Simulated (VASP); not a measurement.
# MgO (rock salt type) (Fm-3m) in VASP: notebook

MgO (rock salt type) is run at these levels: PBE; tasks: single point.

Everything below comes from runs of VASP 6.6.1. Logs are shortened: lines on timing, memory, paths and dates and some standing lists are left out, and cuts for length are marked.

## (1) The cell of the first run

It takes space group Fm-3m (No. 225, cubic). Conventional cell: a = 4.282 Å, b = 4.282 Å, c = 4.282 Å, α = 90.00°, β = 90.00°, γ = 90.00°. Within 2.8 Å of Mg (site symmetry m-3m) lie 6 O at 2.14 Å. Within 2.8 Å of O (site symmetry m-3m) lie 6 Mg at 2.14 Å.

## (2) Single point, PBE

The input, INCAR:

```
SYSTEM = MgO
PREC     = Accurate       ! precision mode
ENCUT    = 520            ! plane-wave cutoff, eV
EDIFF    = 1E-6           ! SCF threshold, eV
ISMEAR   = -1             ! smearing method
SIGMA    = 0.06122561905347299 ! smearing width, eV
LREAL    = .FALSE.        ! projectors in reciprocal space
LASPH    = .TRUE.         ! aspherical terms in the spheres
NELM     = 80             ! most SCF steps
ALGO     = Normal         ! electronic algorithm
ISIF     = 2              ! what is computed and relaxed
LWAVE    = .FALSE.        ! write WAVECAR
LCHARG   = .TRUE.         ! write CHGCAR
GGA      = PE             ! functional
LELF     = .TRUE.         ! ELF
LVHAR    = .TRUE.       
NBANDS   = 11             ! bands
```

The input, KPOINTS:

```
Automatic mesh
0
G
  44 44 44
  0 0 0
```

The input, POSCAR:

```
MgO
1.0
    0.0000000000      2.1412367930      2.1412367930
    2.1412367930      0.0000000000      2.1412367930
    2.1412367930      2.1412367930      0.0000000000
Mg O
1 1
Direct
    0.0000000000      0.0000000000      0.0000000000
    0.5000000000      0.5000000000      0.5000000000
```

Potentials or basis: VASP PAW PBE potentials, release 64 (Mg, O).

Started as:

```console
cat potpaw_PBE.64/Mg/POTCAR potpaw_PBE.64/O/POTCAR > POTCAR
mpirun -np 1 vasp_std > vasp.out
```

OUTCAR:

```text
SYSTEM = MgO
   PREC = Accurate
   ENCUT = 520
   EDIFF = 1E-6
   ISMEAR = -1
   LREAL = .FALSE.
   LASPH = .TRUE.
   NELM = 80
   ISIF = 2
   GGA = PE

 ion  position               nearest neighbor table
   1  0.000  0.000  0.000-   2 2.14   2 2.14   2 2.14   2 2.14   2 2.14   2 2.14
   2  0.500  0.500  0.500-   1 2.14   1 2.14   1 2.14   1 2.14   1 2.14   1 2.14

  LATTYP: Found a face centered cubic cell.
 ALAT       =     4.2824735860

  Lattice vectors:

 A1 = (   0.0000000000,   2.1412367930,   2.1412367930)
 A2 = (   2.1412367930,   0.0000000000,   2.1412367930)
 A3 = (   2.1412367930,   2.1412367930,   0.0000000000)

Analysis of symmetry for initial positions (statically):
=====================================================================
 Subroutine PRICEL returns:
 Original cell was already a primitive cell.

 Routine SETGRP: Setting up the symmetry group for a
 face centered cubic supercell.

 Subroutine GETGRP returns: Found 48 space group operations
 (whereof 48 operations were pure point group operations)
 out of a pool of 48 trial point group operations.

The static configuration has the point symmetry O_h .

Analysis of symmetry for dynamics (positions and initial velocities):
=====================================================================
 Subroutine PRICEL returns:
 Original cell was already a primitive cell.

 Routine SETGRP: Setting up the symmetry group for a
 face centered cubic supercell.

 Subroutine GETGRP returns: Found 48 space group operations
 (whereof 48 operations were pure point group operations)
 out of a pool of 48 trial point group operations.

The dynamic configuration has the point symmetry O_h .

 Subroutine INISYM returns: Found 48 space group operations
 (whereof 48 operations are pure point group operations),
 and found     1 'primitive' translations

----------------------------------------------------------------------------------------

                                     Primitive cell

  volume of cell :      19.6347

  direct lattice vectors                    reciprocal lattice vectors
     0.000000000  2.141236793  2.141236793    -0.233509905  0.233509905  0.233509905
     2.141236793  0.000000000  2.141236793     0.233509905 -0.233509905  0.233509905
     2.141236793  2.141236793  0.000000000     0.233509905  0.233509905 -0.233509905

  length of vectors
     3.028166113  3.028166113  3.028166113     0.404451019  0.404451019  0.404451019

  position of ions in fractional coordinates (direct lattice)
     0.000000000  0.000000000  0.000000000
     0.500000000  0.500000000  0.500000000

  ion indices of the primitive-cell ions
   primitive index   ion index
                 1           1
                 2           2

----------------------------------------------------------------------------------------

 KPOINTS: Automatic mesh

Automatic generation of k-mesh.
 Grid dimensions read from file:
 generate k-points for:   44   44   44

 Generating k-lattice:

  Cartesian coordinates                     Fractional coordinates (reciprocal lattice)
    -0.005307043  0.005307043  0.005307043     0.022727273  0.000000000  0.000000000
     0.005307043 -0.005307043  0.005307043     0.000000000  0.022727273  0.000000000
     0.005307043  0.005307043 -0.005307043     0.000000000  0.000000000  0.022727273

  Length of vectors
     0.009192069  0.009192069  0.009192069

  Shift w.r.t. Gamma in fractional coordinates (k-lattice)
     0.000000000  0.000000000  0.000000000

 Subroutine IBZKPT returns following result:
 ===========================================

 Found   2168 irreducible k-points:

 Following reciprocal coordinates:
            Coordinates               Weight
  0.000000  0.000000  0.000000      1.000000
  0.022727  0.000000  0.000000      8.000000
  0.045455  0.000000  0.000000      8.000000
  0.068182  0.000000  0.000000      8.000000
  0.090909  0.000000  0.000000      8.000000
  0.113636  0.000000  0.000000      8.000000
[... 16 lines left out ...]
  0.500000  0.000000  0.000000      4.000000
  0.022727  0.022727  0.000000      6.000000
 [... further k-points ...]
   k-points           NKPTS =   2168   k-points in BZ     NKDIM =   2168   number of bands    NBANDS=     11
   number of dos      NEDOS =    301   number of ions     NIONS =      2
   total plane-waves  NPLWV =  13824
   dimension x,y,z NGX =    24 NGY =   24 NGZ =   24
   dimension x,y,z NGXF=    48 NGYF=   48 NGZF=   48
   ions per type =               1   1
   NGX,Y,Z   is equivalent  to a cutoff of  13.18, 13.18, 13.18 a.u.
   NGXF,Y,Z  is equivalent  to a cutoff of  26.35, 26.35, 26.35 a.u.
 SYSTEM =  MgO
   PREC   = accura    normal or accurate (medium, high low for compatibility)
   ISTART =      0    job   : 0-new  1-cont  2-samecut
   ICHARG =      2    charge: 1-file 2-atom 10-const
   ISPIN  =      1    spin polarized calculation?
   LNONCOLLINEAR =      F non collinear calculations
   LSORBIT =      F    spin-orbit coupling
   LASPH  =      T    aspherical Exc in radial PAW
   ENCUT  =  520.0 eV  38.22 Ry    6.18 a.u.   5.63  5.63  5.63*2*pi/ulx,y,z
   NELM   =     80;   NELMIN=  2; NELMDL= -5     # of ELM steps
   EDIFF  = 0.1E-05   stopping-criterion for ELM
   LREAL  =      F    real-space projection
   EDIFFG = 0.1E-04   stopping-criterion for IOM
   NSW    =      0    number of steps for IOM
   IBRION =     -1    ionic relax: 0-MD 1-quasi-New 2-CG
   NFREE  =      0    steps in history (QN), initial steepest desc. (CG)
   ISIF   =      2    stress and relaxation
   ISYM   =      2    0-nonsym 1-usesym 2-fastsym
   POTIM  = 0.5000    time-step for ionic-motion
   TEBEG  =    0.0;   TEEND  =   0.0 temperature during run
   PSTRESS=    0.0 pullay stress
   NELECT =       8.0000    total number of electrons
   NUPDOWN=      -1.0000    fix difference up-down
   EMIN   =  10.00;   EMAX   =-10.00  energy-range for DOS
   EFERMI =   0.00;   METHOD = LEGACY
   ISMEAR =    -1;   SIGMA  =   0.06  broadening in eV -4-tet -1-fermi 0-gaus
   EFERMI_NEDOS =   21; number of points for ismear=-14 and -15
   IALGO  =     38    algorithm
   IMIX   =      4    mixing-type and parameters
     AMIX     =   0.40;   BMIX     =  1.00
     AMIX_MAG =   1.60;   BMIX_MAG =  1.00
  volume/ion in A,a.u.               =       9.82        66.25
  Fermi-wavevector in a.u.,A,eV,Ry     =   1.213659  2.293484 20.040959  1.472969
  Thomas-Fermi vector in A             =   2.349104
   LORBIT       =      0    0 simple, 1 ext, 2 COOP (PROOUT), +10 PAW based schemes
   GGA     = PE    functional components
   LHFCALC =     F    Hartree Fock is set to
   AEXX    =    0.0000 exact exchange contribution
   IVDW    =     0    specifies the selected vdW correction
   LEPSILON=     F    determine dielectric tensor
   LRPA    =     F    only Hartree local field effects (RPA)
 non-spin polarized calculation
  energy-cutoff  :      520.00
  volume of cell :       19.63
 maximum number of plane-waves:       544
   NGX = 11   NGY = 11   NGZ = 11

 number of electron       8.0000001 magnetization

 Free energy of the ion-electron system (eV)
  ---------------------------------------------------
  ext. energy  EPLUGINS =         0.00000000
  ---------------------------------------------------
  free energy    TOTEN  =       -11.90679009 eV

  energy without entropy =      -11.90679009  energy(sigma->0) =      -11.90679009

 E-fermi :   4.0292     XC(G=0): -10.8455

 val. band max:        2.8236895530   @ k =   0.0000   0.0000   0.0000
 cond. band min:       7.0810730889   @ k =   0.0000   0.0000   0.0000
 fundamental gap:      4.2573835359
 Fermi energy:         4.0292498327

 k-point     1 :       0.0000    0.0000    0.0000
  band No.  band energies     occupation
      1     -14.1924      2.00000
      2       2.8237      2.00000
      3       2.8237      2.00000
      4       2.8237      2.00000
      5       7.0811      0.00000
      6      18.3406      0.00000
      7      18.3406      0.00000
      8      18.3406      0.00000
      9      22.1285      0.00000
     10      23.8459      0.00000
     11      23.8459      0.00000

 k-point     2 :       0.0227    0.0000    0.0000
  band No.  band energies     occupation
      1     -14.1873      2.00000
      2       2.7851      2.00000
      3       2.8204      2.00000
      4       2.8204      2.00000
      5       7.1194      0.00000
      6      18.2456      0.00000
      7      18.3529      0.00000
      8      18.3529      0.00000
      9      22.2476      0.00000
     10      23.7801      0.00000
     11      23.7801      0.00000

 k-point     3 :       0.0455    0.0000    0.0000
  band No.  band energies     occupation
      1     -14.1722      2.00000
      2       2.6736      2.00000
      3       2.8105      2.00000
      4       2.8105      2.00000
      5       7.2300      0.00000
      6      17.9933      0.00000
      7      18.3892      0.00000
      8      18.3892      0.00000
      9      22.5685      0.00000
     10      23.6092      0.00000
     11      23.6092      0.00000

 k-point     4 :       0.0682    0.0000    0.0000
  band No.  band energies     occupation
      1     -14.1470      2.00000
      2       2.5004      2.00000
      3       2.7943      2.00000
      4       2.7943      2.00000
      5       7.4012      0.00000
      6      17.6479      0.00000
      7      18.4479      0.00000
      8      18.4479      0.00000
      9      23.0136      0.00000
     10      23.3825      0.00000
     11      23.3825      0.00000
[... 239 lines left out ...]
 k-point    22 :       0.4773    0.0000    0.0000
  band No.  band energies     occupation
      1     -13.0369      2.00000
      2      -1.5621      2.00000
      3       2.2268      2.00000
      4       2.2268      2.00000
      5      10.4057      0.00000
      6      14.8614      0.00000
      7      18.6326      0.00000
      8      18.6326      0.00000
      9      22.9873      0.00000
     10      24.6597      0.00000
     11      24.6597      0.00000

 k-point    23 :       0.5000    0.0000    0.0000
  band No.  band energies     occupation
      1     -13.0299      2.00000
      2      -1.5797      2.00000
      3       2.2239      2.00000
      4       2.2239      2.00000
      5      10.4089      0.00000
      6      14.8689      0.00000
      7      18.6259      0.00000
      8      18.6259      0.00000
      9      22.9781      0.00000
     10      24.7010      0.00000
     11      24.7010      0.00000

 k-point    24 :       0.0227    0.0227    0.0000
  band No.  band energies     occupation
      1     -14.1857      2.00000
      2       2.7791      2.00000
      3       2.8159      2.00000
      4       2.8159      2.00000
      5       7.1321      0.00000
      6      18.2160      0.00000
      7      18.3564      0.00000
      8      18.3564      0.00000
      9      22.2869      0.00000
     10      23.6619      0.00000
     11      23.8613      0.00000

 [... further k-points ...]

------------------------ aborting loop because EDIFF is reached ----------------------------------------

  FORCE on cell =-STRESS in cart. coord.  units (eV):
  Direction    XX          YY          ZZ          XY          YZ          ZX
  --------------------------------------------------------------------------------------
  -------------------------------------------------------------------------------------
  Total       -0.4453362     -0.4453362     -0.4453362      0.0000000      0.0000000      0.0000000
  in kB      -36.3391238    -36.3391238    -36.3391238      0.0000000      0.0000000      0.0000000
  external PRESSURE =     -36.3391238 kB  Pullay stress =       0.0000000 kB

 VOLUME and BASIS-vectors are now :
 -----------------------------------------------------------------------------
  energy-cutoff  :      520.00
  volume of cell :       19.63
      direct lattice vectors                 reciprocal lattice vectors
     0.000000000  2.141236793  2.141236793    -0.233509905  0.233509905  0.233509905
     2.141236793  0.000000000  2.141236793     0.233509905 -0.233509905  0.233509905
     2.141236793  2.141236793  0.000000000     0.233509905  0.233509905 -0.233509905

 POSITION                                       TOTAL-FORCE (eV/Angst)
 -----------------------------------------------------------------------------------
      0.00000      0.00000      0.00000        -0.000000     -0.000000      0.000000
      2.14124      2.14124      2.14124         0.000000      0.000000      0.000000
 -----------------------------------------------------------------------------------
    total drift:                               -0.000000     -0.000000      0.000000

  FREE ENERGIE OF THE ION-ELECTRON SYSTEM (eV)
  ---------------------------------------------------
  free  energy   TOTEN  =       -11.9067900911 eV

  energy  without entropy=      -11.9067900910  energy(sigma->0) =      -11.90679009
```

It took 8.4 min on 1 thread of Oxide Virtual Turin-like, shared host; peak memory 0.55 GiB.

What came out:

```
Free energy            : -11.9068 eV
Pressure               : -3.6 GPa
Band gap on the k mesh : 4.26 eV
```

Caveat: the cell stands under tension. A k mesh can miss the band edges.

[end of part 1 of 2]
